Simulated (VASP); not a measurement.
# Ru5C in VASP: a series of runs

The runs below take Ru5C through single point, relaxation of the atoms, with LDA.

All numbers are computed with VASP 6.6.1; they aren't measurements. Logs are shortened: lines on timing, memory, paths and dates and some standing lists are left out, and cuts for length are marked.

**1. The cell of the first run**

The cell holds a slab with vacuum, 6 atoms: a = 2.674 Å, b = 2.674 Å, c = 23.900 Å, α = 90.00°, β = 90.00°, γ = 120.00°.

**2. Single point, LDA**

INCAR

```
  PREC = Accurate
  ENCUT = 520
  EDIFF = 1E-6
  ISMEAR = 0
  SIGMA = 0.1
  LREAL = False
  LASPH = True
  NELM = 60
  ALGO = Normal
  ISIF = 2
  LWAVE = False
  LCHARG = True
  LDIPOL = True
  IDIPOL = 3
  DIPOL = 0.5 0.5 0.385
  LELF = True
  LVHAR = True
  LVACPOTAV = True
  NBANDS = 46
```

KPOINTS

```
Automatic mesh
0
Gamma
  12 12 1
```

POSCAR

```
Ru5C
1.0
    2.6740588505      0.0000000000      0.0000000000
   -1.3370294252      2.3158028957      0.0000000000
    0.0000000000      0.0000000000     23.8999247755
Ru C
5 1
Direct
    0.6666666667      0.3333333333      0.1673645435
    0.3333333333      0.6666666667      0.2557907839
    0.6666666667      0.3333333333      0.3443582822
    0.3333333333      0.6666666667      0.4334512798
    0.6666666667      0.3333333333      0.5188269374
    0.6666666667      0.3333333333      0.5912110476
```

Potentials or basis: VASP PAW LDA potentials, release 64 (Ru_pv, C).

Run with:

```bash
$ cat potpaw_LDA.64/Ru_pv/POTCAR potpaw_LDA.64/C/POTCAR > POTCAR
$ mpirun -np 1 vasp_std > vasp.out
```

OUTCAR:

```text
PREC = Accurate
   ENCUT = 520
   EDIFF = 1E-6
   ISMEAR = 0
   LREAL = False
   LASPH = True
   NELM = 60
   ISIF = 2

 ion  position               nearest neighbor table
   1  0.667  0.333  0.167-   2 2.62   2 2.62   2 2.62
   2  0.333  0.667  0.256-   1 2.62   1 2.62   1 2.62   3 2.62   3 2.62   3 2.62
   3  0.667  0.333  0.344-   2 2.62   2 2.62   2 2.62   4 2.63   4 2.63   4 2.63
   4  0.333  0.667  0.433-   5 2.56   5 2.56   5 2.56   3 2.63   3 2.63   3 2.63
   5  0.667  0.333  0.519-   6 1.73   4 2.56   4 2.56   4 2.56
   6  0.667  0.333  0.591-   5 1.73

  LATTYP: Found a hexagonal cell.
 ALAT       =     2.6740588505
 C/A-ratio  =     8.9376958817

  Lattice vectors:

 A1 = (   2.6740588505,   0.0000000000,   0.0000000000)
 A2 = (  -1.3370294252,   2.3158028957,   0.0000000000)
 A3 = (   0.0000000000,   0.0000000000,  23.8999247755)

Analysis of symmetry for initial positions (statically):
=====================================================================
 Subroutine PRICEL returns:
 Original cell was already a primitive cell.

 Routine SETGRP: Setting up the symmetry group for a
 hexagonal supercell.

 Subroutine GETGRP returns: Found  6 space group operations
 (whereof  6 operations were pure point group operations)
 out of a pool of 24 trial point group operations.

The static configuration has the point symmetry C_3v.

Analysis of symmetry for dynamics (positions and initial velocities):
=====================================================================
 Subroutine PRICEL returns:
 Original cell was already a primitive cell.

 Routine SETGRP: Setting up the symmetry group for a
 hexagonal supercell.

 Subroutine GETGRP returns: Found  6 space group operations
 (whereof  6 operations were pure point group operations)
 out of a pool of 24 trial point group operations.

The dynamic configuration has the point symmetry C_3v.

 Subroutine INISYM returns: Found  6 space group operations
 (whereof  6 operations are pure point group operations),
 and found     1 'primitive' translations

----------------------------------------------------------------------------------------

                                     Primitive cell

  volume of cell :     148.0025

  direct lattice vectors                    reciprocal lattice vectors
     2.674058850  0.000000000  0.000000000     0.373963348  0.215907840  0.000000000
    -1.337029425  2.315802896  0.000000000     0.000000000  0.431815679  0.000000000
     0.000000000  0.000000000 23.899924776     0.000000000  0.000000000  0.041841136

  length of vectors
     2.674058850  2.674058850 23.899924776     0.431815679  0.431815679  0.041841136

  position of ions in fractional coordinates (direct lattice)
     0.666666667  0.333333333  0.167364543
     0.333333333  0.666666667  0.255790784
     0.666666667  0.333333333  0.344358282
     0.333333333  0.666666667  0.433451280
     0.666666667  0.333333333  0.518826937
     0.666666667  0.333333333  0.591211048

  ion indices of the primitive-cell ions
   primitive index   ion index
                 1           1
                 2           2
                 3           3
                 4           4
                 5           5
                 6           6

----------------------------------------------------------------------------------------

 KPOINTS: Automatic mesh

Automatic generation of k-mesh.
 Grid dimensions read from file:
 generate k-points for:   12   12    1

 Generating k-lattice:

  Cartesian coordinates                     Fractional coordinates (reciprocal lattice)
     0.031163612  0.017992320  0.000000000     0.083333333  0.000000000  0.000000000
     0.000000000  0.035984640  0.000000000     0.000000000  0.083333333  0.000000000
     0.000000000  0.000000000  0.041841136     0.000000000  0.000000000  1.000000000

  Length of vectors
     0.035984640  0.035984640  0.041841136

  Shift w.r.t. Gamma in fractional coordinates (k-lattice)
     0.000000000  0.000000000  0.000000000

 Subroutine IBZKPT returns following result:
 ===========================================

 Found     19 irreducible k-points:

 Following reciprocal coordinates:
            Coordinates               Weight
  0.000000  0.000000  0.000000      1.000000
  0.083333  0.000000  0.000000      6.000000
  0.166667  0.000000  0.000000      6.000000
  0.250000  0.000000  0.000000      6.000000
  0.333333  0.000000  0.000000      6.000000
  0.416667  0.000000  0.000000      6.000000
[... 11 lines left out ...]
  0.333333  0.250000  0.000000     12.000000
  0.333333  0.333333  0.000000      2.000000
   k-points           NKPTS =     19   k-points in BZ     NKDIM =     19   number of bands    NBANDS=     46
   number of dos      NEDOS =    301   number of ions     NIONS =      6
   total plane-waves  NPLWV =  72000
   dimension x,y,z NGX =    20 NGY =   20 NGZ =  180
   dimension x,y,z NGXF=    40 NGYF=   40 NGZF=  360
   ions per type =               5   1
   NGX,Y,Z   is equivalent  to a cutoff of  12.43, 12.43, 12.52 a.u.
   NGXF,Y,Z  is equivalent  to a cutoff of  24.87, 24.87, 25.04 a.u.
 SYSTEM =  unknown system
   PREC   = accura    normal or accurate (medium, high low for compatibility)
   ISTART =      0    job   : 0-new  1-cont  2-samecut
   ICHARG =      2    charge: 1-file 2-atom 10-const
   ISPIN  =      1    spin polarized calculation?
   LNONCOLLINEAR =      F non collinear calculations
   LSORBIT =      F    spin-orbit coupling
   LASPH  =      T    aspherical Exc in radial PAW
   ENCUT  =  520.0 eV  38.22 Ry    6.18 a.u.   4.97  4.97 44.44*2*pi/ulx,y,z
   NELM   =     60;   NELMIN=  2; NELMDL= -5     # of ELM steps
   EDIFF  = 0.1E-05   stopping-criterion for ELM
   LREAL  =      F    real-space projection
   EDIFFG = 0.1E-04   stopping-criterion for IOM
   NSW    =      0    number of steps for IOM
   IBRION =     -1    ionic relax: 0-MD 1-quasi-New 2-CG
   NFREE  =      0    steps in history (QN), initial steepest desc. (CG)
   ISIF   =      2    stress and relaxation
   ISYM   =      2    0-nonsym 1-usesym 2-fastsym
   POTIM  = 0.5000    time-step for ionic-motion
   TEBEG  =    0.0;   TEEND  =   0.0 temperature during run
   PSTRESS=    0.0 pullay stress
   NELECT =      74.0000    total number of electrons
   NUPDOWN=      -1.0000    fix difference up-down
   EMIN   =  10.00;   EMAX   =-10.00  energy-range for DOS
   EFERMI =   0.00;   METHOD = LEGACY
   ISMEAR =     0;   SIGMA  =   0.10  broadening in eV -4-tet -1-fermi 0-gaus
   EFERMI_NEDOS =   21; number of points for ismear=-14 and -15
   IALGO  =     38    algorithm
   IMIX   =      4    mixing-type and parameters
     AMIX     =   0.40;   BMIX     =  1.00
     AMIX_MAG =   1.60;   BMIX_MAG =  1.00
  volume/ion in A,a.u.               =      24.67       166.46
  Fermi-wavevector in a.u.,A,eV,Ry     =   1.299359  2.455432 22.971164  1.688333
  Thomas-Fermi vector in A             =   2.430628
   LORBIT       =      0    0 simple, 1 ext, 2 COOP (PROOUT), +10 PAW based schemes
   GGA     = CA    functional components
   LHFCALC =     F    Hartree Fock is set to
   AEXX    =    0.0000 exact exchange contribution
   IVDW    =     0    specifies the selected vdW correction
   LEPSILON=     F    determine dielectric tensor
   LRPA    =     F    only Hartree local field effects (RPA)
 non-spin polarized calculation
 Gauss-broadening in eV      SIGMA  =   0.10
  energy-cutoff  :      520.00
  volume of cell :      148.00
 maximum number of plane-waves:      4053
 NGX is ok and might be reduce to    20
   NGX =  9   NGY =  9   NGZ = 89

 dipolmoment           0.000000      0.000000     -0.170507 electrons x Angstroem

 number of electron      73.9999990 magnetization

 dipolmoment           0.000000      0.000000      0.063625 electrons x Angstroem

 Free energy of the ion-electron system (eV)
  ---------------------------------------------------
  ext. energy  EPLUGINS =         0.00000000
  ---------------------------------------------------
  free energy    TOTEN  =       -57.47003952 eV

  energy without entropy =      -57.44730569  energy(sigma->0) =      -57.45867260

 E-fermi :   3.0006     XC(G=0):  -7.9273

 val. band max:        2.9823618921   @ k =   0.4167   0.1667   0.0000
 cond. band min:       3.0719505830   @ k =   0.1667   0.0000   0.0000
 fundamental gap:      0.0895886908
 Fermi energy:         3.0006042066

 k-point     1 :       0.0000    0.0000    0.0000
  band No.  band energies     occupation
      1     -40.5951      2.00000
      2     -40.3920      2.00000
      3     -39.9469      2.00000
      4     -39.6176      2.00000
      5     -39.6176      2.00000
      6     -39.5221      2.00000
[... 38 lines left out ...]
     45       4.1596      0.00000
     46       4.2211      0.00000

 k-point     2 :       0.0833    0.0000    0.0000
  band No.  band energies     occupation
      1     -40.5723      2.00000
      2     -40.3809      2.00000
      3     -39.9594      2.00000
      4     -39.6750      2.00000
      5     -39.6336      2.00000
      6     -39.5677      2.00000
[... 38 lines left out ...]
     45       4.2902      0.00000
     46       4.8156      0.00000

 k-point     3 :       0.1667    0.0000    0.0000
  band No.  band energies     occupation
      1     -40.5085      2.00000
      2     -40.3547      2.00000
      3     -40.0188      2.00000
      4     -39.8172      2.00000
      5     -39.6991      2.00000
      6     -39.6770      2.00000
[... 38 lines left out ...]
     45       4.4361      0.00000
     46       5.8440      0.00000

 k-point     4 :       0.2500    0.0000    0.0000
  band No.  band energies     occupation
      1     -40.4208      2.00000
      2     -40.3385      2.00000
      3     -40.1596      2.00000
      4     -40.0021      2.00000
      5     -39.8629      2.00000
      6     -39.7542      2.00000
[... 675 lines left out ...]
     45       7.4562      0.00000
     46       7.7121      0.00000

 k-point    18 :       0.3333    0.2500    0.0000
  band No.  band energies     occupation
      1     -40.4054      2.00000
      2     -40.3525      2.00000
      3     -40.2942      2.00000
      4     -40.1683      2.00000
      5     -40.1394      2.00000
      6     -40.0418      2.00000
[... 38 lines left out ...]
     45       8.9383      0.00000
     46       9.6087      0.00000

 k-point    19 :       0.3333    0.3333    0.0000
  band No.  band energies     occupation
      1     -40.3543      2.00000
      2     -40.2976      2.00000
      3     -40.2660      2.00000
      4     -40.2521      2.00000
      5     -40.1138      2.00000
      6     -40.0939      2.00000
[... 38 lines left out ...]
     45      10.6731      0.00000
     46      10.7373      0.00000

------------------------ aborting loop because EDIFF is reached ----------------------------------------

  FORCE on cell =-STRESS in cart. coord.  units (eV):
  Direction    XX          YY          ZZ          XY          YZ          ZX
  --------------------------------------------------------------------------------------
  -------------------------------------------------------------------------------------
  Total        0.7334691      0.7334691      2.5371548      0.0000000      0.0000000      0.0000000
  in kB        7.9400512      7.9400512     27.4655601      0.0000000      0.0000000      0.0000000
  external PRESSURE =      14.4485541 kB  Pullay stress =       0.0000000 kB

 VOLUME and BASIS-vectors are now :
 -----------------------------------------------------------------------------
  energy-cutoff  :      520.00
  volume of cell :      148.00
      direct lattice vectors                 reciprocal lattice vectors
     2.674058850  0.000000000  0.000000000     0.373963348  0.215907840  0.000000000
    -1.337029425  2.315802896  0.000000000     0.000000000  0.431815679  0.000000000
     0.000000000  0.000000000 23.899924776     0.000000000  0.000000000  0.041841136

 POSITION                                       TOTAL-FORCE (eV/Angst)
 -----------------------------------------------------------------------------------
      1.33703      0.77193      4.00000        -0.000000      0.000000      0.734582
     -0.00000      1.54387      6.11338         0.000000      0.000000     -0.478565
      1.33703      0.77193      8.23014        -0.000000     -0.000000     -0.166587
     -0.00000      1.54387     10.35945         0.000000     -0.000000     -2.217037
      1.33703      0.77193     12.39992        -0.000000      0.000000      1.808040
      1.33703      0.77193     14.12990         0.000000     -0.000000      0.319567
 -----------------------------------------------------------------------------------
    total drift:                               -0.000000     -0.000000     -0.000579

  FREE ENERGIE OF THE ION-ELECTRON SYSTEM (eV)
  ---------------------------------------------------
  free  energy   TOTEN  =       -57.4700395170 eV

  energy  without entropy=      -57.4473056857  energy(sigma->0) =      -57.45867260

 vacuum level on the upper side and lower side of the slab        10.322         8.456
```

It took 2.9 min on 1 thread of Intel Xeon 6975P-C (Granite Rapids), shared host; peak memory 0.27 GiB.

Results:

```yaml
Free_energy: -57.4700 eV
Largest_force: 2.217 eV/Å
Band_gap_on_the_k_mesh: zero (bands 37 and 38 overlap by 2.69 eV)
```

Forces on the atoms (eV/Å):
```
Ru   0.000  0.000  0.735
Ru   0.000  0.000 -0.479
Ru   0.000  0.000 -0.167
Ru   0.000  0.000 -2.217
Ru   0.000  0.000  1.808
C    0.000  0.000  0.320
```

Levels at points of the mesh, in eV from the Fermi level:
```tsv
k point	band 33	band 34	band 35	band 36	band 37	band 38	band 39	band 40
(0.00, 0.00, 0.00)	-2.03	-2.03	-1.44	-1.24	-1.24	-0.58	-0.58	0.23
(0.50, 0.00, 0.00)	-0.28	0.16	0.41	1.35	1.55	1.56	1.73	1.84
```

**3. Single point, LDA**

INCAR

```
SYSTEM = Ru5C
PREC = Accurate
ENCUT = 520
EDIFF = 1E-7
ISMEAR = 0
SIGMA = 0.1
LREAL = .False.
LASPH = .True.
NELM = 100
ALGO = Normal
ISIF = 2
LWAVE = .False.
LCHARG = .False.
LDIPOL = .True.
IDIPOL = 3
DIPOL = 0.5 0.5 0.381
NBANDS = 46
```

KPOINTS

```
regular mesh
0
Gamma
  12 12 1
  0 0 0
```

POSCAR: that of step 2 with these lines changed.

```diff
@@ -13,2 +13,2 @@
     0.6666666667      0.3333333333      0.5188269374
-    0.6666666667      0.3333333333      0.5912110476
+    1.0000000000      1.0000000000      0.5670588979
```

Potentials or basis: VASP PAW LDA potentials, release 64 (Ru_pv, C).

Run with:

```bash
$ cat potpaw_LDA.64/Ru_pv/POTCAR potpaw_LDA.64/C/POTCAR > POTCAR
$ mpirun -np 1 vasp_std > vasp.out
```

Run time: 3.6 min. Hardware: 1 thread of Intel Xeon 6975P-C (Granite Rapids), shared host; peak memory 0.27 GiB.

It converged, with:

- Free energy: -58.7257 eV
- Largest force: 3.225 eV/Å
- Band gap on the k mesh: zero (bands 37 and 38 overlap by 2.41 eV)

Forces in eV/Å, atoms in the order of the input:
```
Ru   0.000  0.000  0.675
Ru   0.000  0.000 -0.352
Ru   0.000  0.000 -0.303
Ru   0.000  0.000 -3.225
Ru   0.000  0.000  3.070
C    0.000  0.000  0.134
```

Levels at points of the mesh, in eV from the Fermi level:
```
           k point  band 33  band 34  band 35  band 36  band 37  band 38  band 39  band 40
(0.00, 0.00, 0.00)    -2.03    -2.03    -1.44    -1.44    -0.78    -0.74    -0.74     0.07
(0.50, 0.00, 0.00)    -0.43    -0.09     0.38     0.69     1.33     1.35     1.58     1.74
```

**4. Single point, LDA**

INCAR

```
ALGO = Normal
DIPOL = 0.5 0.5 0.381
EDIFF = 1E-6
ENCUT = 520
GGA = CA
IDIPOL = 3
ISIF = 2
ISMEAR = 0
LASPH = True
LCHARG = True
LDIPOL = True
LELF = True
LREAL = False
LVACPOTAV = True
LVHAR = True
LWAVE = False
NBANDS = 46
NELM = 100
PREC = Accurate
SIGMA = 0.1
```

KPOINTS

```
k-points
0
Gamma
  12 12 1
```

POSCAR: that of step 3 with these lines changed.

```diff
@@ -13,2 +13,2 @@
     0.6666666667      0.3333333333      0.5188269374
-    1.0000000000      1.0000000000      0.5670588979
+    1.3333333333      0.6666666667      0.5668148439
```

Run with:

```bash
$ cat potpaw_LDA.64/Ru_pv/POTCAR potpaw_LDA.64/C/POTCAR > POTCAR
$ mpirun -np 1 vasp_std > vasp.out
```

It took 4.6 min on 1 thread of Intel Xeon 6975P-C (Granite Rapids), shared host; peak memory 0.27 GiB.

Results (log left out):

```
Free energy            : -59.1675 eV
Largest force          : 1.960 eV/Å
Band gap on the k mesh : zero (bands 37 and 38 overlap by 2.56 eV)
```

Forces on the atoms (eV/Å):
```
Ru   0.000  0.000  0.810
Ru   0.000  0.000 -0.391
Ru   0.000  0.000 -0.768
Ru   0.000  0.000 -1.748
Ru   0.000  0.000  1.960
C    0.000  0.000  0.138
```

Levels at points of the mesh, in eV from the Fermi level:
```csv
k point,band 33,band 34,band 35,band 36,band 37,band 38,band 39,band 40
"(0.00, 0.00, 0.00)",-2.07,-2.07,-1.91,-1.91,-0.78,-0.72,-0.72,0.27
"(0.50, 0.00, 0.00)",-0.23,-0.20,0.36,0.74,1.42,1.46,1.55,1.69
```

**5. Relaxation of the atoms, LDA**

INCAR

```
SYSTEM = Ru5C
  ALGO = Normal
  DIPOL = 0.5 0.5 0.389
  EDIFF = 1E-6
  EDIFFG = -0.025
  ENCUT = 520
  GGA = CA
  IBRION = 2
  IDIPOL = 3
  ISIF = 2
  ISMEAR = 0
  LASPH = .TRUE.
  LCHARG = .FALSE.
  LDIPOL = .TRUE.
  LREAL = .FALSE.
  LWAVE = .FALSE.
  NELM = 60
  NSW = 36
  PREC = Accurate
  SIGMA = 0.1
```

KPOINTS

```
k-points
0
G
  12 12 1
  0 0 0
```

POSCAR

```
Ru5C
1.0
    2.6740588489      0.0000000000      0.0000000000
   -1.3370294244      2.3158028943      0.0000000000
    0.0000000000      0.0000000000     23.8999248192
Ru C
5 1
Selective dynamics
Direct
    0.6666666667      0.3333333333      0.1673645432  F F F
    0.3333333333      0.6666666667      0.2557907834  F F F
    0.6666666667      0.3333333333      0.3443582823  F F F
    0.3333333333      0.6666666667      0.4334512803  F F F
    0.6666666667      0.3333333333      0.5188269383  F F F
    0.6666666667      0.3333333333      0.6117142598  F F T
```

Run with:

```bash
$ cat potpaw_LDA.64/Ru_pv/POTCAR potpaw_LDA.64/C/POTCAR > POTCAR
$ mpirun -np 1 vasp_std > vasp.out
```

Wall time 14 min (1 thread of Intel Xeon Platinum 8488C (Sapphire Rapids), shared host); peak memory 0.27 GiB.

The run converged. Its results:

| Property | Result |
| --- | --- |
| Free energy | -57.4721 eV |
| Energy gained by relaxing | 165.5 meV/atom |
| Ionic steps | 8 |
| Band gap on the k mesh | zero (bands 37 and 38 overlap by 2.67 eV) |

Step by step:
| step | energy change (eV) | largest force on free atoms (eV/Å) | pressure (GPa) |
| --- | --- | --- | --- |
| 1 | 0.0000 | 2.3849 | -5.68 |
| 2 | -0.2774 | 2.4506 | -4.78 |
| 3 | -0.9897 | 0.3710 | 0.69 |
| 4 | -0.9672 | 1.1990 | 2.34 |
| 5 | -0.9928 | 0.0497 | 1.06 |
| 6 | -0.9922 | 0.1734 | 1.30 |
| 7 | -0.9924 | 0.1470 | 0.95 |
| 8 | -0.9929 | 0.0001 | 1.11 |

Final structure:
```
Ru C
1.0
     2.67406    0.00000    0.00000
    -1.33703    2.31580    0.00000
     0.00000    0.00000   23.89992
Ru C
5 1
Cartesian
  1.3370 0.7719 4.0000
  0.0000 1.5439 6.1134
  1.3370 0.7719 8.2301
  0.0000 1.5439 10.3595
  1.3370 0.7719 12.3999
  1.3370 0.7719 14.1430
```

Levels at points of the mesh, in eV from the Fermi level:
```csv
k point,band 33,band 34,band 35,band 36,band 37,band 38,band 39,band 40
"(0.00, 0.00, 0.00)",-2.03,-2.03,-1.45,-1.22,-1.22,-0.57,-0.57,0.21
"(0.50, 0.00, 0.00)",-0.29,0.17,0.41,1.35,1.54,1.55,1.72,1.84
```

**6. Summary**

| task | cell | atoms held fixed (from 0) | atoms held along some axes (from 0) | gap on the mesh (eV) | largest force (eV/Å) |
| --- | --- | --- | --- | --- | --- |
| single point | a = 2.674, b = 2.674, c = 23.900 Å, angles 90.0, 90.0, 120.0°, 6 atoms, atomic positions A | - | - | none | 2.22 |
| single point | a = 2.674, b = 2.674, c = 23.900 Å, angles 90.0, 90.0, 120.0°, 6 atoms, atomic positions B | - | - | none | 3.22 |
| single point | a = 2.674, b = 2.674, c = 23.900 Å, angles 90.0, 90.0, 120.0°, 6 atoms, atomic positions C | - | - | none | 1.96 |
| relaxation of the atoms | atoms relaxed from a = 2.674, b = 2.674, c = 23.900 Å, angles 90.0, 90.0, 120.0°, 6 atoms, atomic positions D | [0, 1, 2, 3, 4] | atom 5 along a and b | none | - |

Alike in all rows: level LDA; potentials or basis VASP PAW LDA potentials, release 64 (Ru_pv, C); no spin polarisation; k mesh 12 × 12 × 1; cutoff (eV) 520; smearing gaussian 0.1 eV.

Absolute energies hang on the potentials; compare differences alone.

The gap in the log of VASP goes by the Fermi energy; the results here count the filled bands.